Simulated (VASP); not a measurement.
# Ni in VASP: single point with PBE

Aim: the single point of Ni with PBE.

Program: VASP 6.6.1. These are calculated values, not measurements. Logs are shortened: lines on timing, memory, paths and dates and some standing lists are left out, and cuts for length are marked.

### Step 1. The cell of the first run

The cell holds a slab with vacuum, 3 atoms: a = 2.488 Å, b = 2.488 Å, c = 18.063 Å, α = 90.00°, β = 90.00°, γ = 120.00°.

### Step 2. Single point, PBE, collinear spin, ferromagnetic start

INCAR

```
SYSTEM = Ni
  ALGO = Normal
  DIPOL = 0.5 0.5 0.498
  EDIFF = 1E-6
  ENCUT = 520
  GGA = PE
  IDIPOL = 3
  ISIF = 2
  ISMEAR = 0
  ISPIN = 2
  LASPH = .TRUE.
  LCHARG = .FALSE.
  LDIPOL = .TRUE.
  LMAXMIX = 4
  LORBIT = 11
  LREAL = .FALSE.
  LWAVE = .FALSE.
  MAGMOM = 0.75 0.75 0.75
  NBANDS = 26
  NELM = 150
  PREC = Accurate
  SIGMA = 0.1
```

KPOINTS

```
k-points
0
G
  12 12 1
  0 0 0
```

POSCAR

```
Ni
1.0
    2.4882329014      0.0000000000      0.0000000000
   -1.2441164507      2.1548729031      0.0000000000
    0.0000000000      0.0000000000     18.0632673130
Ni
3
Direct
    0.6666666667      0.3333333333      0.3875267901
    0.3333333333      0.6666666667      0.4979605489
    0.0000000000      0.0000000000      0.6084000715
```

Potentials or basis: VASP PAW PBE potentials, release 64 (Ni).

Run with:

```bash
$ cat potpaw_PBE.64/Ni/POTCAR > POTCAR
$ mpirun -np 1 vasp_std > vasp.out
```

OUTCAR:

```text
SYSTEM = Ni
   EDIFF = 1E-6
   ENCUT = 520
   GGA = PE
   ISIF = 2
   ISMEAR = 0
   ISPIN = 2
   LASPH = .TRUE.
   LORBIT = 11
   LREAL = .FALSE.
   NELM = 150
   PREC = Accurate

 ion  position               nearest neighbor table
   1  0.667  0.333  0.388-   2 2.46   2 2.46   2 2.46
   2  0.333  0.667  0.498-   1 2.46   1 2.46   1 2.46   3 2.46   3 2.46   3 2.46
   3  0.000  0.000  0.608-   2 2.46   2 2.46   2 2.46

  LATTYP: Found a hexagonal cell.
 ALAT       =     2.4882329014
 C/A-ratio  =     7.2594761137

  Lattice vectors:

 A1 = (   2.4882329014,   0.0000000000,   0.0000000000)
 A2 = (  -1.2441164507,   2.1548729031,   0.0000000000)
 A3 = (   0.0000000000,   0.0000000000,  18.0632673130)

Analysis of symmetry for initial positions (statically):
=====================================================================
 Subroutine PRICEL returns:
 Original cell was already a primitive cell.

 Routine SETGRP: Setting up the symmetry group for a
 hexagonal supercell.

 Subroutine GETGRP returns: Found 12 space group operations
 (whereof  6 operations were pure point group operations)
 out of a pool of 24 trial point group operations.

The static configuration has the point symmetry C_3v.
 The point group associated with its full space group is D_3d.

Analysis of symmetry for dynamics (positions and initial velocities):
=====================================================================
 Subroutine PRICEL returns:
 Original cell was already a primitive cell.

 Routine SETGRP: Setting up the symmetry group for a
 hexagonal supercell.

 Subroutine GETGRP returns: Found 12 space group operations
 (whereof  6 operations were pure point group operations)
 out of a pool of 24 trial point group operations.

The dynamic configuration has the point symmetry C_3v.
 The point group associated with its full space group is D_3d.

Analysis of structural, dynamic, and magnetic symmetry:
=====================================================================
 Subroutine PRICEL returns:
 Original cell was already a primitive cell.

 Routine SETGRP: Setting up the symmetry group for a
 hexagonal supercell.

 Subroutine GETGRP returns: Found 12 space group operations
 (whereof  6 operations were pure point group operations)
 out of a pool of 24 trial point group operations.

The overall configuration has the point symmetry C_3v.
 The point group associated with its full space group is D_3d.

 Subroutine INISYM returns: Found 12 space group operations
 (whereof  6 operations are pure point group operations),
 and found     1 'primitive' translations

----------------------------------------------------------------------------------------

                                     Primitive cell

  volume of cell :      96.8521

  direct lattice vectors                    reciprocal lattice vectors
     2.488232901  0.000000000  0.000000000     0.401891639  0.232032246  0.000000000
    -1.244116451  2.154872903  0.000000000     0.000000000  0.464064492  0.000000000
     0.000000000  0.000000000 18.063267313     0.000000000  0.000000000  0.055360970

  length of vectors
     2.488232901  2.488232901 18.063267313     0.464064492  0.464064492  0.055360970

  position of ions in fractional coordinates (direct lattice)
     0.666666667  0.333333333  0.387526790
     0.333333333  0.666666667  0.497960549
     0.000000000  0.000000000  0.608400072

  ion indices of the primitive-cell ions
   primitive index   ion index
                 1           1
                 2           2
                 3           3

----------------------------------------------------------------------------------------

 KPOINTS: k-points

Automatic generation of k-mesh.
 Grid dimensions read from file:
 generate k-points for:   12   12    1

 Generating k-lattice:

  Cartesian coordinates                     Fractional coordinates (reciprocal lattice)
     0.033490970  0.019336021  0.000000000     0.083333333  0.000000000  0.000000000
     0.000000000  0.038672041  0.000000000     0.000000000  0.083333333  0.000000000
     0.000000000  0.000000000  0.055360970     0.000000000  0.000000000  1.000000000

  Length of vectors
     0.038672041  0.038672041  0.055360970

  Shift w.r.t. Gamma in fractional coordinates (k-lattice)
     0.000000000  0.000000000  0.000000000

 Subroutine IBZKPT returns following result:
 ===========================================

 Found     19 irreducible k-points:

 Following reciprocal coordinates:
            Coordinates               Weight
  0.000000  0.000000  0.000000      1.000000
  0.083333 -0.000000  0.000000      6.000000
  0.166667  0.000000  0.000000      6.000000
  0.250000  0.000000  0.000000      6.000000
  0.333333  0.000000  0.000000      6.000000
  0.416667  0.000000  0.000000      6.000000
[... 11 lines left out ...]
  0.333333  0.250000  0.000000     12.000000
  0.333333  0.333333  0.000000      2.000000
   k-points           NKPTS =     19   k-points in BZ     NKDIM =     19   number of bands    NBANDS=     26
   number of dos      NEDOS =    301   number of ions     NIONS =      3
   total plane-waves  NPLWV =  56000
   dimension x,y,z NGX =    20 NGY =   20 NGZ =  140
   dimension x,y,z NGXF=    40 NGYF=   40 NGZF=  280
   ions per type =               3
   NGX,Y,Z   is equivalent  to a cutoff of  13.36, 13.36, 12.88 a.u.
   NGXF,Y,Z  is equivalent  to a cutoff of  26.73, 26.73, 25.77 a.u.
 SYSTEM =  Ni
   PREC   = accura    normal or accurate (medium, high low for compatibility)
   ISTART =      0    job   : 0-new  1-cont  2-samecut
   ICHARG =      2    charge: 1-file 2-atom 10-const
   ISPIN  =      2    spin polarized calculation?
   LNONCOLLINEAR =      F non collinear calculations
   LSORBIT =      F    spin-orbit coupling
   LASPH  =      T    aspherical Exc in radial PAW
   ENCUT  =  520.0 eV  38.22 Ry    6.18 a.u.   4.63  4.63 33.59*2*pi/ulx,y,z
   NELM   =    150;   NELMIN=  2; NELMDL= -5     # of ELM steps
   EDIFF  = 0.1E-05   stopping-criterion for ELM
   LREAL  =      F    real-space projection
   EDIFFG = 0.1E-04   stopping-criterion for IOM
   NSW    =      0    number of steps for IOM
   IBRION =     -1    ionic relax: 0-MD 1-quasi-New 2-CG
   NFREE  =      0    steps in history (QN), initial steepest desc. (CG)
   ISIF   =      2    stress and relaxation
   ISYM   =      2    0-nonsym 1-usesym 2-fastsym
   POTIM  = 0.5000    time-step for ionic-motion
   TEBEG  =    0.0;   TEEND  =   0.0 temperature during run
   PSTRESS=    0.0 pullay stress
   NELECT =      30.0000    total number of electrons
   NUPDOWN=      -1.0000    fix difference up-down
   EMIN   =  10.00;   EMAX   =-10.00  energy-range for DOS
   EFERMI =   0.00;   METHOD = LEGACY
   ISMEAR =     0;   SIGMA  =   0.10  broadening in eV -4-tet -1-fermi 0-gaus
   EFERMI_NEDOS =   21; number of points for ismear=-14 and -15
   IALGO  =     38    algorithm
   IMIX   =      4    mixing-type and parameters
     AMIX     =   0.40;   BMIX     =  1.00
     AMIX_MAG =   1.60;   BMIX_MAG =  1.00
  volume/ion in A,a.u.               =      32.28       217.86
  Fermi-wavevector in a.u.,A,eV,Ry     =   1.107675  2.093202 16.693577  1.226943
  Thomas-Fermi vector in A             =   2.244192
   LORBIT       =     11    0 simple, 1 ext, 2 COOP (PROOUT), +10 PAW based schemes
   GGA     = PE    functional components
   LHFCALC =     F    Hartree Fock is set to
   AEXX    =    0.0000 exact exchange contribution
   IVDW    =     0    specifies the selected vdW correction
   LEPSILON=     F    determine dielectric tensor
   LRPA    =     F    only Hartree local field effects (RPA)
 spin polarized calculation
 Gauss-broadening in eV      SIGMA  =   0.10
  energy-cutoff  :      520.00
  volume of cell :       96.85
 maximum number of plane-waves:      2632
 NGX is ok and might be reduce to    20
   NGX =  9   NGY =  9   NGZ = 67

 dipolmoment           0.000000      0.000000     -0.000112 electrons x Angstroem

 number of electron      29.9999987 magnetization       2.1897450

 dipolmoment           0.000000      0.000000      0.000200 electrons x Angstroem

 Free energy of the ion-electron system (eV)
  ---------------------------------------------------
  ext. energy  EPLUGINS =         0.00000000
  ---------------------------------------------------
  free energy    TOTEN  =       -15.14542205 eV

  energy without entropy =      -15.12237807  energy(sigma->0) =      -15.13390006

 E-fermi :  -0.0427     XC(G=0):  -5.4829

 val. band max:       -0.0581408539   @ k =   0.1667   0.1667   0.0000
 cond. band min:      -0.0210601427   @ k =   0.3333   0.3333   0.0000
 fundamental gap:      0.0370807112
 Fermi energy:        -0.0426928442

 spin component 1

 k-point     1 :       0.0000    0.0000    0.0000
  band No.  band energies     occupation
      1      -8.3736      1.00000
      2      -6.3108      1.00000
      3      -4.9990      1.00000
      4      -2.5415      1.00000
      5      -2.5245      1.00000
      6      -2.5232      1.00000
[... 540 lines left out ...]
     25      12.8761      0.00000
     26      12.9860      0.00000
 Fermi energy:        -0.0426928442

 spin component 2

 k-point     1 :       0.0000    0.0000    0.0000
  band No.  band energies     occupation
      1      -8.3908      1.00000
      2      -6.2821      1.00000
      3      -4.6429      1.00000
      4      -1.7531      1.00000
      5      -1.7482      1.00000
      6      -1.7391      1.00000
[... 540 lines left out ...]
     25      12.9154      0.00000
     26      13.0688      0.00000

------------------------ aborting loop because EDIFF is reached ----------------------------------------

 vacuum level on the upper side and lower side of the slab       (xc-potential included)        -0.125        -0.134

  FORCE on cell =-STRESS in cart. coord.  units (eV):
  Direction    XX          YY          ZZ          XY          YZ          ZX
  --------------------------------------------------------------------------------------
  -------------------------------------------------------------------------------------
  Total       -1.1935023     -1.1935023      0.0093770      0.0000000      0.0000000      0.0000000
  in kB      -19.7435313    -19.7435313      0.1551199      0.0000000      0.0000000      0.0000000
  external PRESSURE =     -13.1106476 kB  Pullay stress =       0.0000000 kB

 VOLUME and BASIS-vectors are now :
 -----------------------------------------------------------------------------
  energy-cutoff  :      520.00
  volume of cell :       96.85
      direct lattice vectors                 reciprocal lattice vectors
     2.488232901  0.000000000  0.000000000     0.401891639  0.232032246  0.000000000
    -1.244116451  2.154872903  0.000000000     0.000000000  0.464064492  0.000000000
     0.000000000  0.000000000 18.063267313     0.000000000  0.000000000  0.055360970

 POSITION                                       TOTAL-FORCE (eV/Angst)
 -----------------------------------------------------------------------------------
      1.24412      0.71829      7.00000         0.000000      0.000000     -0.002776
     -0.00000      1.43658      8.99479        -0.000000      0.000000      0.000000
      0.00000      0.00000     10.98969         0.000000     -0.000000      0.002776
 -----------------------------------------------------------------------------------
    total drift:                                0.000000      0.000000      0.033414

  FREE ENERGIE OF THE ION-ELECTRON SYSTEM (eV)
  ---------------------------------------------------
  free  energy   TOTEN  =       -15.1454220475 eV

  energy  without entropy=      -15.1223780728  energy(sigma->0) =      -15.13390006

 vacuum level on the upper side and lower side of the slab         4.912         4.907

 total charge

# of ion       s       p       d       tot
------------------------------------------
    1        0.494   0.389   8.306   9.188
    2        0.498   0.510   8.315   9.322
    3        0.494   0.389   8.306   9.188
--------------------------------------------------
tot          1.486   1.287  24.926  27.698

 magnetization (x)

# of ion       s       p       d       tot
------------------------------------------
    1       -0.002  -0.020   0.748   0.726
    2       -0.005  -0.023   0.797   0.768
    3       -0.002  -0.020   0.748   0.726
--------------------------------------------------
tot         -0.010  -0.063   2.292   2.220
```

Wall time 94 s (1 thread of Intel Xeon 6975P-C (Granite Rapids), shared host); peak memory 0.29 GiB.

Results:

- Free energy: -15.1454 eV
- Net moment: 2.19 μB per cell
- Site moments: Ni +0.73, +0.77 μB
- Valence electrons inside the program's atomic spheres: Ni 9.19, 9.32

Forces on the atoms (eV/Å):
```
Ni   0.000  0.000 -0.003
Ni   0.000  0.000  0.000
Ni   0.000  0.000  0.003
```

Levels at points of the mesh, in eV from the Fermi level:
Spin up:
```csv
k point,band 13,band 14,band 15,band 16,band 17,band 18,band 19,band 20
"(0.00, 0.00, 0.00)",-1.34,-1.06,-0.98,-0.98,-0.71,-0.71,0.35,4.53
"(0.50, 0.00, 0.00)",-0.70,-0.47,-0.46,0.83,2.22,2.63,6.16,6.92
```
Spin down:
| k point | band 10 | band 11 | band 12 | band 13 | band 14 | band 15 | band 16 | band 17 |
| --- | --- | --- | --- | --- | --- | --- | --- | --- |
| (0.00, 0.00, 0.00) | -1.32 | -1.32 | -0.72 | -0.62 | -0.62 | -0.28 | -0.28 | 0.13 |
| (0.50, 0.00, 0.00) | -0.63 | -0.03 | 0.13 | 0.22 | 0.40 | 0.44 | 0.98 | 2.47 |
